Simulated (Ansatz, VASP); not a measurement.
NbH2 in VASP and in Ansatz

Contents of INCAR:

```
SYSTEM = NbH2
ALGO = Normal
EDIFF = 1E-6
ENCUT = 520
GGA = PS
ISIF = 2
ISMEAR = 0
LASPH = .True.
LCHARG = .False.
LREAL = .False.
LWAVE = .False.
NBANDS = 14
NELM = 60
PREC = Accurate
SIGMA = 0.15
```

Contents of KPOINTS:

```
k-points
0
Gamma
  18 18 18
  0 0 0
```

File POSCAR:

```
NbH2
1.0
    0.0000000000      2.2815000000      2.2815000000
    2.2815000000      0.0000000000      2.2815000000
    2.2815000000      2.2815000000      0.0000000000
Nb H
1 2
Direct
    0.0000000000      0.0000000000      0.0000000000
    0.2116480386      0.2116480386      0.2883519614
    0.7116480386      0.7116480386      0.7883519614
```

Input for Ansatz:

```yaml
crystal:
  lattice:
    - [0.0, 2.2815, 2.2815]
    - [2.2815, 0.0, 2.2815]
    - [2.2815, 2.2815, 0.0]
  atoms:
    - { symbol: Nb, position: [0.0, 0.0, 0.0] }
    - { symbol: H, position: [0.2116480386, 0.2116480386, 0.2883519614] }
    - { symbol: H, position: [0.7116480386, 0.7116480386, 0.7883519614] }
basis:
  ecutwfc: 420
kpoints:
  mp_grid: { grid: [18, 18, 18] }
hamiltonian:
  xc: pbesol
scf:
  occupations: { method: gaussian, width: 0.15 }
output:
  forces: true
  stress: true
  eigenvalues: true
```

Change from the starting cell: all H atoms moved +0.175 Å, as atom 2 towards its neighbour atom 3 (H) at 2.281 Å.

Alike in both runs: task single point; functional PBEsol; k mesh 18 × 18 × 18; occupations gaussian, width 0.15 eV; no spin polarisation.

|  | VASP | Ansatz |
| --- | --- | --- |
| version | VASP 6.6.1 | Ansatz 0.2.0 |
| potentials or method | VASP PAW PBE potentials, release 64 (Nb_sv, H), cutoff 520 eV | scalar-relativistic, plane waves, PAW |
| valence electrons in the cell | 15 | 15 |

Ansatz gave:

```
gap on the k mesh at the Fermi level (eV)                     : none
pressure (GPa)                                                : -3.2
traceless stress, the component that is largest in VASP (GPa) : -1.92
rms of the force components (eV/Å)                            : 0.609
```

Estimate VASP's values.

gap on the k mesh at the Fermi level (eV): none; pressure (GPa): -3.7; traceless stress, the component that is largest in VASP (GPa): -1.91; rms of the force components (eV/Å): 0.608.

VASP's potentials were made for PBE, not for PBEsol. Atom by atom the forces differ by 0.000 eV/Å (rms over components). A gap of «none» marks a metal or a gap that the smearing closes.
